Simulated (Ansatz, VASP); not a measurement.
# One calculation of ZrC, two programs

Contents of INCAR:

```
SYSTEM = ZrC
PREC = Accurate
ENCUT = 520
EDIFF = 1E-6
ISMEAR = -1
SIGMA = 0.05
LREAL = .False.
LASPH = .True.
NELM = 80
ALGO = Normal
ISIF = 2
LWAVE = .False.
LCHARG = .False.
GGA = CA
NBANDS = 15
```

KPOINTS

```
regular mesh
0
Gamma
  15 15 15
  0 0 0
```

POSCAR

```
ZrC
1.0
    0.0000000000      2.3502100000      2.3502100000
    2.3502100000      0.0000000000      2.3502100000
    2.3502100000      2.3502100000      0.0000000000
Zr C
1 1
Direct
    0.5000000000      0.5000000000      0.5000000000
    0.0000000000      0.0000000000      0.0000000000
```

Input for Ansatz:

```yaml
crystal:
  lattice:
    - [0.0, 2.35021, 2.35021]
    - [2.35021, 0.0, 2.35021]
    - [2.35021, 2.35021, 0.0]
  atoms:
    - { symbol: Zr, position: [0.5, 0.5, 0.5] }
    - { symbol: C, position: [0.0, 0.0, 0.0] }
kpoints:
  mp_grid: { grid: [15, 15, 15] }
  band_path:
    path:
      - [0.0, 0.0, 0.0]
      - [0.5, 0.0, 0.5]
      - [0.625, 0.25, 0.625]
      - [0.375, 0.375, 0.75]
      - [0.0, 0.0, 0.0]
      - [0.5, 0.5, 0.5]
      - [0.5, 0.25, 0.75]
      - [0.5, 0.0, 0.5]
    npoints: 5
scf:
  occupations: { method: fermi_dirac, width: 0.05 }
hamiltonian:
  xc: lda
  pseudopotentials: { kind: all_electron, lapw: { basis_error: 0.0005 } }
output:
  forces: true
  stress: true
  eigenvalues: true
```

Alike in both runs: task single point; functional LDA; k mesh 15 × 15 × 15; occupations fermi-dirac, width 0.05 eV; no spin polarisation.

|  | VASP | Ansatz |
| --- | --- | --- |
| version | VASP 6.6.1 | Ansatz 0.2.0 |
| potentials or method | VASP PAW LDA potentials, release 64 (Zr_sv, C), cutoff 520 eV | all-electron LAPW, scalar-relativistic |

Ansatz gave:

* pressure (GPa): -8.6

**Question.** Which values does VASP return?

**Answer.** Pressure (GPa): -8.1.

LDA's correlation is that of Perdew and Zunger in VASP and of Perdew and Wang (1992) in Ansatz. Ansatz ran all-electron here, and VASP with PAW potentials.
